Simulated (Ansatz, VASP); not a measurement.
Zr3TiN4 in VASP and in Ansatz

File INCAR:

```
SYSTEM = Zr3TiN4
PREC = Accurate
ENCUT = 520
EDIFF = 1E-7
ISMEAR = 0
SIGMA = 0.1
LREAL = .FALSE.
LASPH = .TRUE.
NELM = 100
ALGO = Normal
ISIF = 2
LWAVE = .FALSE.
LCHARG = .FALSE.
GGA = PE
NBANDS = 44
```

The input KPOINTS:

```
regular mesh
0
G
  8 8 8
  0 0 0
```

File POSCAR:

```
Zr3TiN4
1.0
    4.5721098936      0.0000000000      0.0000000000
    0.0000000000      4.5721098936      0.0000000000
    0.0000000000      0.0000000000      4.5721098936
Zr Ti N
3 1 4
Direct
    0.0000000000      0.0000000000      0.5000000000
    0.5000000000      0.0000000000      0.0000000000
    0.0000000000      0.5000000000      0.0000000000
    0.5000000000      0.5000000000      0.5000000000
    0.5000000000      0.5000000000      0.0000000000
    0.0000000000      0.5000000000      0.5000000000
    0.5000000000      0.0000000000      0.5000000000
    0.0000000000      0.0000000000      0.0000000000
```

Input for Ansatz:

```yaml
crystal:
  lattice:
    - [4.5721098936, 0.0, 0.0]
    - [0.0, 4.5721098936, 0.0]
    - [0.0, 0.0, 4.5721098936]
  atoms:
    - { symbol: Zr, position: [0.0, 0.0, 0.5] }
    - { symbol: Zr, position: [0.5, 0.0, 0.0] }
    - { symbol: Zr, position: [0.0, 0.5, 0.0] }
    - { symbol: Ti, position: [0.5, 0.5, 0.5] }
    - { symbol: "N", position: [0.5, 0.5, 0.0] }
    - { symbol: "N", position: [0.0, 0.5, 0.5] }
    - { symbol: "N", position: [0.5, 0.0, 0.5] }
    - { symbol: "N", position: [0.0, 0.0, 0.0] }
basis:
  ecutwfc: 420
kpoints:
  mp_grid: { grid: [8, 8, 8] }
hamiltonian:
  xc: pbe
scf:
  occupations: { method: gaussian, width: 0.1 }
output:
  forces: true
  stress: true
  eigenvalues: true
```

Alike in both runs: task single point; functional PBE; k mesh 8 × 8 × 8; occupations gaussian, width 0.1 eV; no spin polarisation.

|  | VASP | Ansatz |
| --- | --- | --- |
| version | VASP 6.6.1 | Ansatz 0.2.0 |
| potentials or method | VASP PAW PBE potentials, release 64 (Zr_sv, Ti_sv, N), cutoff 520 eV | scalar-relativistic, plane waves, PAW |
| valence electrons in the cell | 68 | 68 |

|  | VASP | Ansatz | Ansatz less VASP |
| --- | --- | --- | --- |
| gap on the k mesh at the Fermi level (eV) | none | none | - |
| pressure (GPa) | -6.7 | -6.9 | -0.24 |

A gap of «none» marks a metal or a gap that the smearing closes.
